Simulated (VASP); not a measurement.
Wanted: the native input for a VASP 6.6.1 run.

* Task: single point
* Functional: PBE
* Potentials or basis: VASP PAW PBE potentials, release 64 (Eu, S)
* Cutoff: 600 eV
* k mesh: 6 × 6 × 6
* Occupations: gaussian, width 0.05 eV
* Spin: collinear spin, antiferromagnetic start
* Starting moments: [7.0, -7.0, 0.0, 0.0] μB
* Hubbard terms: Eu f U = 4.0 eV, J = 0.7 eV
* Dipole correction: no
* LDAUTYPE: 1
* Hund's J: 0.7
* Further INCAR settings: ALGO = Normal; EDIFF = 1e-06; NBANDS = 35

The structure of EuS lies in POSCAR:

```
EuS
1.0
    0.0000000000      2.9785018700      2.9785018700
    5.9570037400      2.9785018700      2.9785018700
    5.9570037400      5.9570037400      0.0000000000
Eu S
2 2
Direct
    0.5000000000      0.5000000000      0.0000000000
    0.5000000000      0.5000000000      0.5000000000
    0.0000000000      0.0000000000      0.0000000000
    0.0000000000      0.0000000000      0.5000000000
```

The input as run:

INCAR

```
ALGO = Normal
EDIFF = 1E-6
ENCUT = 600
GGA = PE
GGA_COMPAT = False
ISIF = 2
ISMEAR = 0
ISPIN = 2
LASPH = True
LCHARG = False
LDAU = True
LDAUJ = 0.7 0
LDAUL = 3 -1
LDAUPRINT = 1
LDAUTYPE = 1
LDAUU = 4 0
LMAXMIX = 6
LORBIT = 11
LREAL = False
LWAVE = False
MAGMOM = 7 -7 0 0
NBANDS = 35
NELM = 200
PREC = Accurate
SIGMA = 0.05
```

KPOINTS

```
k-points
0
Gamma
  6 6 6
```

Potentials or basis: VASP PAW PBE potentials, release 64 (Eu, S).

Run with:

```bash
$ cat potpaw_PBE.64/Eu/POTCAR potpaw_PBE.64/S/POTCAR > POTCAR
$ mpirun -np 1 vasp_std > vasp.out
```

It gave:

```yaml
Pressure: 0.0 GPa
Band_gap_on_the_k_mesh: 0.04 eV
Net_moment: 0.00 μB per cell
Site_moments: Eu +6.67, -6.67; S +0.02, -0.02 μB
Valence_electrons_inside_the_program's_atomic_spheres: Eu 14.85; S 3.76
```

Caveat: the antiferromagnetic order is the one typed at the start, and another may lie lower; semilocal functionals underestimate gaps, and a narrow one can read as zero; spin-orbit coupling is left out, which moves the levels of the heavy elements.

It took 8.3 min on 1 thread of Intel(R) Xeon(R) 6975P-C (Granite Rapids) (shared host), peak memory 0.65 GiB.
